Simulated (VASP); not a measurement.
# Ti (P6_3/mmc) in VASP: notebook

Ti is run at these levels: PBE; tasks: electric field gradients.

All numbers are computed with VASP 6.6.1; they aren't measurements. Logs are shortened: lines on timing, memory, paths and dates and some standing lists are left out, and cuts for length are marked.

## Step 1: The cell of the first run

It takes space group P6_3/mmc (No. 194, hexagonal). Conventional cell: a = 2.930 Å, b = 2.930 Å, c = 4.655 Å, α = 90.00°, β = 90.00°, γ = 120.00°. Ti (site symmetry -6m2) has 12 Ti at 2.88 to 2.93 Å within 3.8 Å.

## Step 2: Electric field gradients, PBE (17.31 Å³/atom)

File INCAR:

```
PREC = Accurate
ENCUT = 520
EDIFF = 1E-8
ISMEAR = -1
SIGMA = 0.08
LREAL = F
LASPH = T
NELM = 60
ALGO = Normal
ISIF = 2
LWAVE = F
LCHARG = F
GGA = PE
LEFG = T
NBANDS = 19
```

File KPOINTS:

```
regular mesh
0
Gamma
  13 13 7
```

File POSCAR:

```
Ti
1.0
    2.9301986205      0.0000000000      0.0000000000
   -1.4650993102      2.5376264435      0.0000000000
    0.0000000000      0.0000000000      4.6545493880
Ti
2
Direct
    0.3333333333      0.6666666667      0.2500000000
    0.6666666667      0.3333333333      0.7500000000
```

Potentials or basis: VASP PAW PBE potentials, release 64 (Ti_sv).

Run with:

```sh
$ cat potpaw_PBE.64/Ti_sv/POTCAR > POTCAR
$ mpirun -np 1 vasp_std > vasp.out
```

OUTCAR:

```text
PREC = Accurate
   ENCUT = 520
   EDIFF = 1E-8
   ISMEAR = -1
   LREAL = F
   LASPH = T
   NELM = 60
   ISIF = 2
   GGA = PE

 ion  position               nearest neighbor table
   1  0.333  0.667  0.250-   2 2.88   2 2.88   2 2.88   2 2.88   2 2.88   2 2.88
   2  0.667  0.333  0.750-   1 2.88   1 2.88   1 2.88   1 2.88   1 2.88   1 2.88

  LATTYP: Found a hexagonal cell.
 ALAT       =     2.9301986205
 C/A-ratio  =     1.5884757284

  Lattice vectors:

 A1 = (   2.9301986205,   0.0000000000,   0.0000000000)
 A2 = (  -1.4650993102,   2.5376264435,   0.0000000000)
 A3 = (   0.0000000000,   0.0000000000,   4.6545493880)

Analysis of symmetry for initial positions (statically):
=====================================================================
 Subroutine PRICEL returns:
 Original cell was already a primitive cell.

 Routine SETGRP: Setting up the symmetry group for a
 hexagonal supercell.

 Subroutine GETGRP returns: Found 24 space group operations
 (whereof 12 operations were pure point group operations)
 out of a pool of 24 trial point group operations.

The static configuration has the point symmetry D_3d.
 The point group associated with its full space group is D_6h.

Analysis of symmetry for dynamics (positions and initial velocities):
=====================================================================
 Subroutine PRICEL returns:
 Original cell was already a primitive cell.

 Routine SETGRP: Setting up the symmetry group for a
 hexagonal supercell.

 Subroutine GETGRP returns: Found 24 space group operations
 (whereof 12 operations were pure point group operations)
 out of a pool of 24 trial point group operations.

The dynamic configuration has the point symmetry D_3d.
 The point group associated with its full space group is D_6h.

 Subroutine INISYM returns: Found 24 space group operations
 (whereof 12 operations are pure point group operations),
 and found     1 'primitive' translations

----------------------------------------------------------------------------------------

                                     Primitive cell

  volume of cell :      34.6101

  direct lattice vectors                    reciprocal lattice vectors
     2.930198621  0.000000000  0.000000000     0.341273794  0.197034517  0.000000000
    -1.465099310  2.537626444  0.000000000     0.000000000  0.394069034  0.000000000
     0.000000000  0.000000000  4.654549388     0.000000000  0.000000000  0.214843568

  length of vectors
     2.930198621  2.930198620  4.654549388     0.394069034  0.394069034  0.214843568

  position of ions in fractional coordinates (direct lattice)
     0.333333333  0.666666667  0.250000000
     0.666666667  0.333333333  0.750000000

  ion indices of the primitive-cell ions
   primitive index   ion index
                 1           1
                 2           2

----------------------------------------------------------------------------------------

 KPOINTS: regular mesh

Automatic generation of k-mesh.
 Grid dimensions read from file:
 generate k-points for:   13   13    7

 Generating k-lattice:

  Cartesian coordinates                     Fractional coordinates (reciprocal lattice)
     0.026251830  0.015156501  0.000000000     0.076923077  0.000000000  0.000000000
     0.000000000  0.030313003  0.000000000     0.000000000  0.076923077  0.000000000
     0.000000000  0.000000000  0.030691938     0.000000000  0.000000000  0.142857143

  Length of vectors
     0.030313003  0.030313003  0.030691938

  Shift w.r.t. Gamma in fractional coordinates (k-lattice)
     0.000000000  0.000000000  0.000000000

 Subroutine IBZKPT returns following result:
 ===========================================

 Found     84 irreducible k-points:

 Following reciprocal coordinates:
            Coordinates               Weight
  0.000000  0.000000  0.000000      1.000000
  0.076923  0.000000  0.000000      6.000000
  0.153846  0.000000  0.000000      6.000000
  0.230769  0.000000  0.000000      6.000000
  0.307692  0.000000  0.000000      6.000000
  0.384615  0.000000  0.000000      6.000000
[... 16 lines left out ...]
  0.076923  0.000000  0.142857     12.000000
  0.153846  0.000000  0.142857     12.000000
 [... further k-points ...]
   k-points           NKPTS =     84   k-points in BZ     NKDIM =     84   number of bands    NBANDS=     19
   number of dos      NEDOS =    301   number of ions     NIONS =      2
   total plane-waves  NPLWV =  20736
   dimension x,y,z NGX =    24 NGY =   24 NGZ =   36
   dimension x,y,z NGXF=    48 NGYF=   48 NGZF=   72
   ions per type =               2
   NGX,Y,Z   is equivalent  to a cutoff of  13.62, 13.62, 12.86 a.u.
   NGXF,Y,Z  is equivalent  to a cutoff of  27.23, 27.23, 25.72 a.u.
 SYSTEM =  unknown system
   PREC   = accura    normal or accurate (medium, high low for compatibility)
   ISTART =      0    job   : 0-new  1-cont  2-samecut
   ICHARG =      2    charge: 1-file 2-atom 10-const
   ISPIN  =      1    spin polarized calculation?
   LNONCOLLINEAR =      F non collinear calculations
   LSORBIT =      F    spin-orbit coupling
   LASPH  =      T    aspherical Exc in radial PAW
   ENCUT  =  520.0 eV  38.22 Ry    6.18 a.u.   5.45  5.45  8.65*2*pi/ulx,y,z
   NELM   =     60;   NELMIN=  2; NELMDL= -5     # of ELM steps
   EDIFF  = 0.1E-07   stopping-criterion for ELM
   LREAL  =      F    real-space projection
   EDIFFG = 0.1E-06   stopping-criterion for IOM
   NSW    =      0    number of steps for IOM
   IBRION =     -1    ionic relax: 0-MD 1-quasi-New 2-CG
   NFREE  =      0    steps in history (QN), initial steepest desc. (CG)
   ISIF   =      2    stress and relaxation
   ISYM   =      2    0-nonsym 1-usesym 2-fastsym
   POTIM  = 0.5000    time-step for ionic-motion
   TEBEG  =    0.0;   TEEND  =   0.0 temperature during run
   PSTRESS=    0.0 pullay stress
   NELECT =      24.0000    total number of electrons
   NUPDOWN=      -1.0000    fix difference up-down
   EMIN   =  10.00;   EMAX   =-10.00  energy-range for DOS
   EFERMI =   0.00;   METHOD = LEGACY
   ISMEAR =    -1;   SIGMA  =   0.08  broadening in eV -4-tet -1-fermi 0-gaus
   EFERMI_NEDOS =   21; number of points for ismear=-14 and -15
   IALGO  =     38    algorithm
   IMIX   =      4    mixing-type and parameters
     AMIX     =   0.40;   BMIX     =  1.00
     AMIX_MAG =   1.60;   BMIX_MAG =  1.00
  volume/ion in A,a.u.               =      17.31       116.78
  Fermi-wavevector in a.u.,A,eV,Ry     =   1.449031  2.738272 28.568042  2.099692
  Thomas-Fermi vector in A             =   2.566804
   LORBIT       =      0    0 simple, 1 ext, 2 COOP (PROOUT), +10 PAW based schemes
   GGA     = PE    functional components
   LHFCALC =     F    Hartree Fock is set to
   AEXX    =    0.0000 exact exchange contribution
   IVDW    =     0    specifies the selected vdW correction
   LEPSILON=     F    determine dielectric tensor
   LRPA    =     F    only Hartree local field effects (RPA)
 non-spin polarized calculation
  energy-cutoff  :      520.00
  volume of cell :       34.61
 maximum number of plane-waves:       965
 NGX is ok and might be reduce to    24
   NGX = 11   NGY = 11   NGZ = 17

 number of electron      24.0000000 magnetization

 Free energy of the ion-electron system (eV)
  ---------------------------------------------------
  ext. energy  EPLUGINS =         0.00000000
  ---------------------------------------------------
  free energy    TOTEN  =       -15.69400714 eV

  energy without entropy =      -15.64638187  energy(sigma->0) =      -15.67019451

 E-fermi :   8.3648     XC(G=0): -11.5144

 val. band max:        8.3617027478   @ k =   0.0000   0.0000   0.4286
 cond. band min:       8.3748611385   @ k =   0.0769   0.0769   0.0000
 fundamental gap:      0.0131583908
 Fermi energy:         8.3647799432

 k-point     1 :       0.0000    0.0000    0.0000
  band No.  band energies     occupation
      1     -48.4747      2.00000
      2     -48.3375      2.00000
      3     -25.0617      2.00000
      4     -24.4161      2.00000
      5     -24.4161      2.00000
      6     -24.3493      2.00000
[... 11 lines left out ...]
     18      10.0228      0.00000
     19      11.5452      0.00000
[... 485 lines left out ...]
 k-point    24 :       0.1538    0.0000    0.1429
  band No.  band energies     occupation
      1     -48.4460      2.00000
      2     -48.3349      2.00000
      3     -24.9839      2.00000
      4     -24.5113      2.00000
      5     -24.4582      2.00000
      6     -24.4436      2.00000
[... 11 lines left out ...]
     18      10.1698      0.00000
     19      11.6784      0.00000

 [... further k-points ...]

------------------------ aborting loop because EDIFF is reached ----------------------------------------

  FORCE on cell =-STRESS in cart. coord.  units (eV):
  Direction    XX          YY          ZZ          XY          YZ          ZX
  --------------------------------------------------------------------------------------
  -------------------------------------------------------------------------------------
  Total        0.1017270      0.1017270      0.0281326      0.0000000      0.0000000     -0.0000000
  in kB        4.7091696      4.7091696      1.3023217      0.0000000      0.0000000     -0.0000000
  external PRESSURE =       3.5735536 kB  Pullay stress =       0.0000000 kB

 VOLUME and BASIS-vectors are now :
 -----------------------------------------------------------------------------
  energy-cutoff  :      520.00
  volume of cell :       34.61
      direct lattice vectors                 reciprocal lattice vectors
     2.930198621  0.000000000  0.000000000     0.341273794  0.197034517  0.000000000
    -1.465099310  2.537626444  0.000000000     0.000000000  0.394069034  0.000000000
     0.000000000  0.000000000  4.654549388     0.000000000  0.000000000  0.214843568

 POSITION                                       TOTAL-FORCE (eV/Angst)
 -----------------------------------------------------------------------------------
     -0.00000      1.69175      1.16364        -0.000000      0.000000      0.000000
      1.46510      0.84588      3.49091         0.000000      0.000000      0.000000
 -----------------------------------------------------------------------------------
    total drift:                               -0.000000      0.000000     -0.000000

  FREE ENERGIE OF THE ION-ELECTRON SYSTEM (eV)
  ---------------------------------------------------
  free  energy   TOTEN  =       -15.6940071438 eV

  energy  without entropy=      -15.6463818747  energy(sigma->0) =      -15.67019451

 Electric field gradients (V/A^2)
---------------------------------------------------------------------
 ion       V_xx      V_yy      V_zz      V_xy      V_xz      V_yz
---------------------------------------------------------------------
   1      -8.646    -8.645    17.291     0.000     0.000    -0.000
   2      -8.646    -8.645    17.291     0.000    -0.000     0.000
---------------------------------------------------------------------

 Electric field gradients after diagonalization (V/A^2)
 (convention: |V_zz| > |V_xx| > |V_yy|)
----------------------------------------------------------------------
 ion       V_xx      V_yy      V_zz     asymmetry (V_yy - V_xx)/ V_zz
----------------------------------------------------------------------
   1      -8.646    -8.645    17.291       0.000
   2      -8.646    -8.645    17.291       0.000
----------------------------------------------------------------------

           NMR quadrupolar parameters

 Cq : quadrupolar parameter    Cq=e*Q*V_zz/h
 eta: asymmetry parameters     (V_yy - V_xx)/ V_zz
 Q  : nuclear electric quadrupole moment in mb (millibarn)
----------------------------------------------------------------------
 ion       Cq(MHz)       eta       Q (mb)
----------------------------------------------------------------------
   1       0.042       0.000       1.000
   2       0.042       0.000       1.000
----------------------------------------------------------------------
```

Run time: 79 s. Hardware: 1 thread of Intel Xeon 8259CL, shared host; peak memory 0.18 GiB.

What came out:

| Item | Value |
| --- | --- |
| Free energy | -15.6940 eV |
| Pressure | 0.4 GPa |
| Band gap on the k mesh | zero (bands 12 and 13 overlap by 1.11 eV) |
| Largest electric field gradient by atom | Ti +17.3 V/Å² |

Stress tensor (GPa, compression positive):
```
0.47 0.00 0.00
0.00 0.47 0.00
0.00 0.00 0.13
```

Electric field gradients, principal values (V/Å²):
```tsv
atom	least	middle	greatest (by size)
1 Ti	-8.645	-8.646	17.291
2 Ti	-8.645	-8.646	17.291
```

Caveat: without QUAD_EFG the Cq values of the log hold for a quadrupole moment of 1 mb, not for the nuclei.

## Step 3: Electric field gradients, PBE (17.48 Å³/atom)

This run uses another cell than the first one, of 17.48 Å³/atom.

File INCAR:

```
SYSTEM = Ti
PREC = Accurate
ENCUT = 520
EDIFF = 1E-8
ISMEAR = -1
SIGMA = 0.08
LREAL = .FALSE.
LASPH = .TRUE.
NELM = 100
ALGO = Normal
ISIF = 2
LWAVE = .FALSE.
LCHARG = .FALSE.
GGA = PE
LEFG = .TRUE.
NBANDS = 19
```

File KPOINTS:

```
Automatic mesh
0
G
  13 13 7
  0 0 0
```

File POSCAR:

```
Ti
1.0
    2.9401315731      0.0000000000      0.0000000000
   -1.4700657866      2.5462286328      0.0000000000
    0.0000000000      0.0000000000      4.6703276421
Ti
2
Direct
    0.3333333333      0.6666666667      0.2500000000
    0.6666666667      0.3333333333      0.7500000000
```

Potentials or basis: VASP PAW PBE potentials, release 64 (Ti_sv).

Run with:

```sh
$ cat potpaw_PBE.64/Ti_sv/POTCAR > POTCAR
$ mpirun -np 1 vasp_std > vasp.out
```

OUTCAR:

```text
SYSTEM = Ti
   PREC = Accurate
   ENCUT = 520
   EDIFF = 1E-8
   ISMEAR = -1
   LREAL = .FALSE.
   LASPH = .TRUE.
   NELM = 100
   ISIF = 2
   GGA = PE

 ion  position               nearest neighbor table
   1  0.333  0.667  0.250-   2 2.89   2 2.89   2 2.89   2 2.89   2 2.89   2 2.89
   2  0.667  0.333  0.750-   1 2.89   1 2.89   1 2.89   1 2.89   1 2.89   1 2.89

  LATTYP: Found a hexagonal cell.
 ALAT       =     2.9401315731
 C/A-ratio  =     1.5884757284

  Lattice vectors:

 A1 = (   2.9401315731,   0.0000000000,   0.0000000000)
 A2 = (  -1.4700657866,   2.5462286328,   0.0000000000)
[... 743 lines left out ...]
  free  energy   TOTEN  =       -15.6936970681 eV

  energy  without entropy=      -15.6455607711  energy(sigma->0) =      -15.66962892

 Electric field gradients (V/A^2)
---------------------------------------------------------------------
 ion       V_xx      V_yy      V_zz      V_xy      V_xz      V_yz
---------------------------------------------------------------------
   1      -8.437    -8.437    16.875     0.000     0.000    -0.000
   2      -8.437    -8.437    16.875     0.000    -0.000     0.000
---------------------------------------------------------------------

 Electric field gradients after diagonalization (V/A^2)
 (convention: |V_zz| > |V_xx| > |V_yy|)
----------------------------------------------------------------------
 ion       V_xx      V_yy      V_zz     asymmetry (V_yy - V_xx)/ V_zz
----------------------------------------------------------------------
   1      -8.438    -8.437    16.875       0.000
   2      -8.438    -8.437    16.875       0.000
----------------------------------------------------------------------

           NMR quadrupolar parameters

 Cq : quadrupolar parameter    Cq=e*Q*V_zz/h
 eta: asymmetry parameters     (V_yy - V_xx)/ V_zz
 Q  : nuclear electric quadrupole moment in mb (millibarn)
----------------------------------------------------------------------
 ion       Cq(MHz)       eta       Q (mb)
----------------------------------------------------------------------
   1       0.041       0.000       1.000
   2       0.041       0.000       1.000
----------------------------------------------------------------------
```

OSZICAR:

```text
N       E                     dE             d eps       ncg     rms          rms(c)
DAV:   1     0.263654021800E+03    0.26365E+03   -0.13152E+04  3200   0.158E+03
DAV:   2     0.128529976170E+02   -0.25080E+03   -0.24683E+03  3291   0.441E+02
DAV:   3    -0.164738821742E+02   -0.29327E+02   -0.28973E+02  5930   0.124E+02
DAV:   4    -0.177294798893E+02   -0.12556E+01   -0.12540E+01  3732   0.267E+01
DAV:   5    -0.177901932932E+02   -0.60713E-01   -0.60707E-01  4731   0.419E+00    0.118E+01
DAV:   6    -0.156902991503E+02    0.20999E+01   -0.76750E+00  3731   0.277E+01    0.292E+00
DAV:   7    -0.156753383446E+02    0.14961E-01   -0.69971E-01  4789   0.606E+00    0.206E+00
DAV:   8    -0.157011475347E+02   -0.25809E-01   -0.19795E-01  3516   0.511E+00    0.691E-01
DAV:   9    -0.156932887956E+02    0.78587E-02   -0.44467E-02  3650   0.212E+00    0.688E-02
DAV:  10    -0.156936696709E+02   -0.38088E-03   -0.30879E-03  4626   0.332E-01    0.781E-02
DAV:  11    -0.156937070591E+02   -0.37388E-04   -0.11220E-04  3899   0.739E-02    0.373E-02
DAV:  12    -0.156936954882E+02    0.11571E-04   -0.33510E-05  3494   0.501E-02    0.393E-03
DAV:  13    -0.156936960571E+02   -0.56886E-06   -0.12370E-06  4191   0.902E-03    0.673E-04
DAV:  14    -0.156936969446E+02   -0.88746E-06   -0.13031E-07  4728   0.218E-03    0.615E-04
DAV:  15    -0.156936970714E+02   -0.12688E-06   -0.94932E-09  2251   0.836E-04    0.738E-05
DAV:  16    -0.156936970681E+02    0.33765E-08   -0.74433E-10  1749   0.256E-04
   1 F= -.15693697E+02 E0= -.15669629E+02  d E =-.481363E-01
```

stdout:

```text
POSCAR found type information on POSCAR Ti
 POSCAR found :  1 types and       2 ions
 scaLAPACK will be used
 LDA part: xc-table for (Slater+PW92), standard interpolation
 POSCAR, INCAR and KPOINTS ok, starting setup
 FFT: planning ... GRIDC
 FFT: planning ... GRID_SOFT
 FFT: planning ... GRID
 WAVECAR not read
 entering main loop
ion   1

ion   2
```

Run time: 82 s. Hardware: 1 thread of Intel Xeon 8259CL, shared host; peak memory 0.18 GiB.

What came out:

| Item | Value |
| --- | --- |
| Free energy | -15.6937 eV |
| Pressure | -0.8 GPa |
| Band gap on the k mesh | zero (bands 12 and 13 overlap by 1.10 eV) |
| Largest electric field gradient by atom | Ti +16.9 V/Å² |

Stress tensor (GPa, compression positive):
```
-0.64  0.00  0.00
 0.00 -0.64  0.00
 0.00  0.00 -1.00
```

Electric field gradients, principal values (V/Å²):
| atom | least | middle | greatest (by size) |
| --- | --- | --- | --- |
| 1 Ti | -8.437 | -8.438 | 16.875 |
| 2 Ti | -8.437 | -8.438 | 16.875 |

Caveat: without QUAD_EFG the Cq values of the log hold for a quadrupole moment of 1 mb, not for the nuclei.
